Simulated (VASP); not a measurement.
Wanted: the native input for a VASP 6.6.1 run.

```
Task                   : single point
Functional             : PBEsol
Potentials or basis    : VASP PAW PBE potentials, release 64 (S)
Cutoff                 : 520 eV
k mesh                 : 22 × 22 × 22
Occupations            : gaussian, width 0.15 eV
Spin                   : no spin polarisation
Dipole correction      : no
Further INCAR settings : ALGO = Normal; EDIFF = 1e-07; NBANDS = 9
```

The structure of S lies in POSCAR:

```
S
1.0
    0.0000000000      2.0505585611      1.8865138762
    2.0505585611      0.0000000000      1.8865138762
    2.0505585611      2.0505585611      0.0000000000
S
1
Direct
    0.0000000000      0.0000000000      0.0000000000
```

This cell differs from its parent crystal: ratio of the length along z to the lengths across it x 0.92, volume and fractional coordinates fixed.

These files were run (other wordings do the same):

INCAR

```
PREC = Accurate
ENCUT = 520
EDIFF = 1E-7
ISMEAR = 0
SIGMA = 0.15
LREAL = False
LASPH = True
NELM = 60
ALGO = Normal
ISIF = 2
LWAVE = False
LCHARG = False
GGA = PS
NBANDS = 9
```

KPOINTS

```
regular mesh
0
Gamma
  22 22 22
```

Potentials or basis: VASP PAW PBE potentials, release 64 (S).

Run with:

```sh
$ cat potpaw_PBE.64/S/POTCAR > POTCAR
$ mpirun -np 1 vasp_std > vasp.out
```

Results of the run:

```json
{"Pressure": "-5.0 GPa", "Band gap on the k mesh": "zero (band 3 reaches 10.58 eV, above the bottom of band 4 at 4.45 eV)"}
```

Caveat: the PAW data sets were made with another functional, which shifts forces and pressure a little.

Wall time 42 s on 1 thread of Intel(R) Xeon(R) Platinum 8559C (Emerald Rapids), with other jobs on the host, peak memory 0.21 GiB.
